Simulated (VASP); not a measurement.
# Cd in VASP: notebook

Runs on Cd. Level: PBE. Tasks: single point.

Everything below comes from runs of VASP 6.6.1. Logs are shortened: lines on timing, memory, paths and dates and some standing lists are left out, and cuts for length are marked.

**1. The cell of the first run**

The structure is hexagonal, space group P6_3/mmc (No. 194). Conventional cell: a = 3.062 Å, b = 3.062 Å, c = 5.592 Å, α = 90.00°, β = 90.00°, γ = 120.00°. Cd (site symmetry -6m2) has 12 Cd at 3.06 to 3.31 Å within 4.0 Å.

**2. Single point, PBE**

INCAR

```
SYSTEM = Cd
ALGO     = Normal         ! electronic algorithm
EDIFF    = 1E-7           ! SCF threshold, eV
ENCUT    = 520            ! plane-wave cutoff, eV
GGA      = PE             ! functional
ISIF     = 2              ! what is computed and relaxed
ISMEAR   = -1             ! smearing method
LASPH    = .True.         ! aspherical terms in the spheres
LCHARG   = .False.        ! write CHGCAR
LREAL    = .False.        ! projectors in reciprocal space
LWAVE    = .False.        ! write WAVECAR
NBANDS   = 19             ! bands
NELM     = 60             ! most SCF steps
PREC     = Accurate       ! precision mode
SIGMA    = 0.05           ! smearing width, eV
```

KPOINTS

```
k-points
0
Gamma
  14 14 8
  0 0 0
```

POSCAR

```
Cd
1.0
    3.0615656365      0.0000000000      0.0000000000
   -1.5307828182      2.6513936165      0.0000000000
    0.0000000000      0.0000000000      5.5917793960
Cd
2
Direct
    0.3333333333      0.6666666667      0.2500000000
    0.6666666667      0.3333333333      0.7500000000
```

Potentials or basis: VASP PAW PBE potentials, release 64 (Cd).

On the command line:

```
cat potpaw_PBE.64/Cd/POTCAR > POTCAR
mpirun -np 1 vasp_std > vasp.out
```

OUTCAR:

```text
SYSTEM = Cd
   EDIFF = 1E-7
   ENCUT = 520
   GGA = PE
   ISIF = 2
   ISMEAR = -1
   LASPH = .True.
   LREAL = .False.
   NELM = 60
   PREC = Accurate

 ion  position               nearest neighbor table
   1  0.333  0.667  0.250-   2 3.31   2 3.31   2 3.31   2 3.31   2 3.31   2 3.31
   2  0.667  0.333  0.750-   1 3.31   1 3.31   1 3.31   1 3.31   1 3.31   1 3.31

  LATTYP: Found a hexagonal cell.
 ALAT       =     3.0615656365
 C/A-ratio  =     1.8264443948

  Lattice vectors:

 A1 = (   3.0615656365,   0.0000000000,   0.0000000000)
 A2 = (  -1.5307828182,   2.6513936165,   0.0000000000)
 A3 = (   0.0000000000,   0.0000000000,   5.5917793960)

Analysis of symmetry for initial positions (statically):
=====================================================================
 Subroutine PRICEL returns:
 Original cell was already a primitive cell.

 Routine SETGRP: Setting up the symmetry group for a
 hexagonal supercell.

 Subroutine GETGRP returns: Found 24 space group operations
 (whereof 12 operations were pure point group operations)
 out of a pool of 24 trial point group operations.

The static configuration has the point symmetry D_3d.
 The point group associated with its full space group is D_6h.

Analysis of symmetry for dynamics (positions and initial velocities):
=====================================================================
 Subroutine PRICEL returns:
 Original cell was already a primitive cell.

 Routine SETGRP: Setting up the symmetry group for a
 hexagonal supercell.

 Subroutine GETGRP returns: Found 24 space group operations
 (whereof 12 operations were pure point group operations)
 out of a pool of 24 trial point group operations.

The dynamic configuration has the point symmetry D_3d.
 The point group associated with its full space group is D_6h.

 Subroutine INISYM returns: Found 24 space group operations
 (whereof 12 operations are pure point group operations),
 and found     1 'primitive' translations

----------------------------------------------------------------------------------------

                                     Primitive cell

  volume of cell :      45.3908

  direct lattice vectors                    reciprocal lattice vectors
     3.061565637  0.000000000  0.000000000     0.326630267  0.188580072  0.000000000
    -1.530782818  2.651393617  0.000000000     0.000000000  0.377160145  0.000000000
     0.000000000  0.000000000  5.591779396     0.000000000  0.000000000  0.178833951

[... 81 lines left out ...]
   ENCUT  =  520.0 eV  38.22 Ry    6.18 a.u.   5.69  5.69 10.40*2*pi/ulx,y,z
   NELM   =     60;   NELMIN=  2; NELMDL= -5     # of ELM steps
   EDIFF  = 0.1E-06   stopping-criterion for ELM
   LREAL  =      F    real-space projection
   EDIFFG = 0.1E-05   stopping-criterion for IOM
   NSW    =      0    number of steps for IOM
   IBRION =     -1    ionic relax: 0-MD 1-quasi-New 2-CG
   NFREE  =      0    steps in history (QN), initial steepest desc. (CG)
   ISIF   =      2    stress and relaxation
   ISYM   =      2    0-nonsym 1-usesym 2-fastsym
   POTIM  = 0.5000    time-step for ionic-motion
   TEBEG  =    0.0;   TEEND  =   0.0 temperature during run
   PSTRESS=    0.0 pullay stress
   NELECT =      24.0000    total number of electrons
   NUPDOWN=      -1.0000    fix difference up-down
   EMIN   =  10.00;   EMAX   =-10.00  energy-range for DOS
   EFERMI =   0.00;   METHOD = LEGACY
   ISMEAR =    -1;   SIGMA  =   0.05  broadening in eV -4-tet -1-fermi 0-gaus
   EFERMI_NEDOS =   21; number of points for ismear=-14 and -15
   IALGO  =     38    algorithm
   IMIX   =      4    mixing-type and parameters
     AMIX     =   0.40;   BMIX     =  1.00
     AMIX_MAG =   1.60;   BMIX_MAG =  1.00
  volume/ion in A,a.u.               =      22.70       153.16
  Fermi-wavevector in a.u.,A,eV,Ry     =   1.323801  2.501621 23.843510  1.752449
  Thomas-Fermi vector in A             =   2.453382
   LORBIT       =      0    0 simple, 1 ext, 2 COOP (PROOUT), +10 PAW based schemes
   GGA     = PE    functional components
   LHFCALC =     F    Hartree Fock is set to
   AEXX    =    0.0000 exact exchange contribution
   IVDW    =     0    specifies the selected vdW correction
   LEPSILON=     F    determine dielectric tensor
   LRPA    =     F    only Hartree local field effects (RPA)
 non-spin polarized calculation
  energy-cutoff  :      520.00
  volume of cell :       45.39
 maximum number of plane-waves:      1236
 NGX is ok and might be reduce to    24
   NGX = 11   NGY = 11   NGZ = 21

 number of electron      24.0000017 magnetization

 Free energy of the ion-electron system (eV)
  ---------------------------------------------------
  ext. energy  EPLUGINS =         0.00000000
  ---------------------------------------------------
  free energy    TOTEN  =        -1.49070262 eV

  energy without entropy =       -1.48578260  energy(sigma->0) =       -1.48824261

 E-fermi :   2.6300     XC(G=0): -10.7761

 val. band max:        2.6119392165   @ k =   0.2857   0.1429   0.0000
 cond. band min:       2.6690462728   @ k =   0.4286   0.0714   0.3750
 fundamental gap:      0.0571070564
 Fermi energy:         2.6300467146

 k-point     1 :       0.0000    0.0000    0.0000
  band No.  band energies     occupation
      1      -7.0148      2.00000
      2      -6.7407      2.00000
      3      -6.4867      2.00000
      4      -6.4867      2.00000
      5      -6.4338      2.00000
      6      -6.4338      2.00000
[... 505 lines left out ...]
      6      -6.2928      2.00000
[... 11 lines left out ...]
     18       8.3967      0.00000
     19      10.4690      0.00000

 [... further k-points ...]

------------------------ aborting loop because EDIFF is reached ----------------------------------------

  FORCE on cell =-STRESS in cart. coord.  units (eV):
  Direction    XX          YY          ZZ          XY          YZ          ZX
  --------------------------------------------------------------------------------------
  -------------------------------------------------------------------------------------
  Total        0.0848986      0.0848986      0.0474190      0.0000000      0.0000000      0.0000000
  in kB        2.9966992      2.9966992      1.6737662      0.0000000      0.0000000      0.0000000
  external PRESSURE =       2.5557216 kB  Pullay stress =       0.0000000 kB

 VOLUME and BASIS-vectors are now :
 -----------------------------------------------------------------------------
  energy-cutoff  :      520.00
  volume of cell :       45.39
      direct lattice vectors                 reciprocal lattice vectors
     3.061565637  0.000000000  0.000000000     0.326630267  0.188580072  0.000000000
    -1.530782818  2.651393617  0.000000000     0.000000000  0.377160145  0.000000000
     0.000000000  0.000000000  5.591779396     0.000000000  0.000000000  0.178833951

 POSITION                                       TOTAL-FORCE (eV/Angst)
 -----------------------------------------------------------------------------------
     -0.00000      1.76760      1.39794         0.000000     -0.000000      0.000000
      1.53078      0.88380      4.19383        -0.000000      0.000000      0.000000
 -----------------------------------------------------------------------------------
    total drift:                               -0.000000      0.000000      0.000000

  FREE ENERGIE OF THE ION-ELECTRON SYSTEM (eV)
  ---------------------------------------------------
  free  energy   TOTEN  =        -1.4907026151 eV

  energy  without entropy=       -1.4857826039  energy(sigma->0) =       -1.48824261
```

Wall time 36 s (1 thread of AMD EPYC 9R45 (Zen 5), shared host); peak memory 0.18 GiB.

What came out:

```yaml
Free_energy: -1.4907 eV
Pressure: 0.3 GPa
Band_gap_on_the_k_mesh: zero (band 12 reaches 3.68 eV, above the bottom of band 13 at -0.08 eV)
```

**3. Single point, PBE**

INCAR

```
SYSTEM = Cd
  PREC = Accurate
  ENCUT = 520
  EDIFF = 1E-7
  ISMEAR = -1
  SIGMA = 0.05
  LREAL = .False.
  LASPH = .True.
  NELM = 60
  ALGO = Normal
  ISIF = 2
  LWAVE = .False.
  LCHARG = .False.
  GGA = PE
  NBANDS = 19
```

KPOINTS

```
regular mesh
0
Gamma
  14 14 8
  0 0 0
```

Edit POSCAR of step 2 so:

```diff
@@ -2,3 +2,3 @@
 1.0
-    3.0615656365      0.0000000000      0.0000000000
+    3.0615656364      0.0000000000      0.0000000000
    -1.5307828182      2.6513936165      0.0000000000
```

Potentials or basis: VASP PAW PBE potentials, release 64 (Cd).

On the command line:

```
cat potpaw_PBE.64/Cd/POTCAR > POTCAR
mpirun -np 1 vasp_std > vasp.out
```

OUTCAR:

```text
SYSTEM = Cd
   PREC = Accurate
   ENCUT = 520
   EDIFF = 1E-7
   ISMEAR = -1
   LREAL = .False.
   LASPH = .True.
   NELM = 60
   ISIF = 2
   GGA = PE

 ion  position               nearest neighbor table
   1  0.333  0.667  0.250-   2 3.31   2 3.31   2 3.31   2 3.31   2 3.31   2 3.31
   2  0.667  0.333  0.750-   1 3.31   1 3.31   1 3.31   1 3.31   1 3.31   1 3.31

  LATTYP: Found a hexagonal cell.
 ALAT       =     3.0615656364
 C/A-ratio  =     1.8264443948

  Lattice vectors:

[... 716 lines left out ...]

------------------------ aborting loop because EDIFF is reached ----------------------------------------

  FORCE on cell =-STRESS in cart. coord.  units (eV):
  Direction    XX          YY          ZZ          XY          YZ          ZX
  --------------------------------------------------------------------------------------
  -------------------------------------------------------------------------------------
  Total        0.0848986      0.0848986      0.0474190      0.0000000     -0.0000000      0.0000000
  in kB        2.9966991      2.9966991      1.6737663      0.0000000     -0.0000000      0.0000000
  external PRESSURE =       2.5557215 kB  Pullay stress =       0.0000000 kB

 VOLUME and BASIS-vectors are now :
 -----------------------------------------------------------------------------
  energy-cutoff  :      520.00
  volume of cell :       45.39
      direct lattice vectors                 reciprocal lattice vectors
     3.061565636  0.000000000  0.000000000     0.326630267  0.188580072  0.000000000
    -1.530782818  2.651393617  0.000000000     0.000000000  0.377160145  0.000000000
     0.000000000  0.000000000  5.591779396     0.000000000  0.000000000  0.178833951

 POSITION                                       TOTAL-FORCE (eV/Angst)
 -----------------------------------------------------------------------------------
     -0.00000      1.76760      1.39794         0.000000     -0.000000      0.000000
      1.53078      0.88380      4.19383        -0.000000      0.000000     -0.000000
 -----------------------------------------------------------------------------------
    total drift:                               -0.000000      0.000000      0.000000

  FREE ENERGIE OF THE ION-ELECTRON SYSTEM (eV)
  ---------------------------------------------------
  free  energy   TOTEN  =        -1.4907026148 eV

  energy  without entropy=       -1.4857826036  energy(sigma->0) =       -1.48824261
```

OSZICAR:

```text
N       E                     dE             d eps       ncg     rms          rms(c)
DAV:   1     0.174834395058E+03    0.17483E+03   -0.12996E+04  4560   0.126E+03
DAV:   2     0.251979191749E+01   -0.17231E+03   -0.16584E+03  4770   0.331E+02
DAV:   3    -0.157090106832E+01   -0.40907E+01   -0.40834E+01  5214   0.582E+01
DAV:   4    -0.157781107900E+01   -0.69100E-02   -0.69095E-02  4989   0.228E+00
DAV:   5    -0.157783255121E+01   -0.21472E-04   -0.21472E-04  5046   0.122E-01    0.393E+00
DAV:   6    -0.149295970445E+01    0.84873E-01   -0.21985E-01  5035   0.546E+00    0.324E+00
DAV:   7    -0.148996859847E+01    0.29911E-02   -0.23281E-02  4999   0.139E+00    0.161E+00
DAV:   8    -0.149061378579E+01   -0.64519E-03   -0.31600E-03  4953   0.674E-01    0.855E-02
DAV:   9    -0.149066580960E+01   -0.52024E-04   -0.22061E-05  5224   0.461E-02    0.313E-02
DAV:  10    -0.149070270931E+01   -0.36900E-04   -0.32619E-05  4930   0.558E-02    0.267E-03
DAV:  11    -0.149070261476E+01    0.94547E-07   -0.29394E-08  3917   0.162E-03
   1 F= -.14907026E+01 E0= -.14882426E+01  d E =-.492001E-02
```

stdout:

```text
POSCAR found type information on POSCAR Cd
 POSCAR found :  1 types and       2 ions
 scaLAPACK will be used
 LDA part: xc-table for (Slater+PW92), standard interpolation
 POSCAR, INCAR and KPOINTS ok, starting setup
 FFT: planning ... GRIDC
 FFT: planning ... GRID_SOFT
 FFT: planning ... GRID
 WAVECAR not read
 entering main loop
```

Wall time 38 s (1 thread of AMD EPYC 9R45 (Zen 5), shared host); peak memory 0.19 GiB.

Results:

```
Free energy            : -1.4907 eV
Pressure               : 0.3 GPa
Band gap on the k mesh : zero (band 12 reaches 3.68 eV, above the bottom of band 13 at -0.08 eV)
```

**4. Single point, PBE (atom 2 (Cd) moved by [0.0, 0.0, 0.12] A)**

INCAR

```
SYSTEM = Cd
ALGO     = Normal         ! electronic algorithm
EDIFF    = 1E-6           ! SCF threshold, eV
ENCUT    = 520            ! plane-wave cutoff, eV
GGA      = PE             ! functional
ISIF     = 2              ! what is computed and relaxed
ISMEAR   = -1             ! smearing method
LASPH    = .TRUE.         ! aspherical terms in the spheres
LCHARG   = .FALSE.        ! write CHGCAR
LREAL    = .FALSE.        ! projectors in reciprocal space
LWAVE    = .FALSE.        ! write WAVECAR
NBANDS   = 19             ! bands
NELM     = 100            ! most SCF steps
PREC     = Accurate       ! precision mode
SIGMA    = 0.05           ! smearing width, eV
```

KPOINTS

```
k-points
0
G
  14 14 8
  0 0 0
```

Edit POSCAR of step 3 so:

```diff
@@ -9,2 +9,2 @@
     0.3333333333      0.6666666667      0.2500000000
-    0.6666666667      0.3333333333      0.7500000000
+    0.6666666667      0.3333333333      0.7714600741
```

On the command line:

```
cat potpaw_PBE.64/Cd/POTCAR > POTCAR
mpirun -np 1 vasp_std > vasp.out
```

Wall time 57 s (1 thread of AMD EPYC 9R45 (Zen 5), shared host); peak memory 0.21 GiB.

Results (log left out):

| Property | Result |
| --- | --- |
| Free energy | -1.4763 eV |
| Pressure | 0.5 GPa |
| Largest force | 0.241 eV/Å |
| Band gap on the k mesh | zero (band 12 reaches 3.69 eV, above the bottom of band 13 at -0.06 eV) |

Forces on the atoms (eV/Å):
```
Cd   0.000  0.000  0.241
Cd   0.000  0.000 -0.241
```

Levels at points of the mesh, in eV from the Fermi level:
```csv
k point,band 9,band 10,band 11,band 12,band 13,band 14,band 15,band 16
"(0.00, 0.00, 0.00)",-8.57,-8.44,-8.44,-2.72,-2.69,11.16,13.80,13.80
"(0.50, 0.00, 0.00)",-8.24,-8.21,-2.31,-1.99,2.06,3.03,3.03,5.19
"(0.00, 0.00, 0.50)",-8.51,-8.51,-7.34,-6.78,3.74,4.45,14.19,14.34
"(0.50, 0.00, 0.50)",-8.23,-8.22,-1.47,-1.47,-0.13,-0.08,8.04,8.39
```

Caveat: the cell differs from its parent crystal (atom 2 (Cd) moved by [0.0, 0.0, 0.12] A).
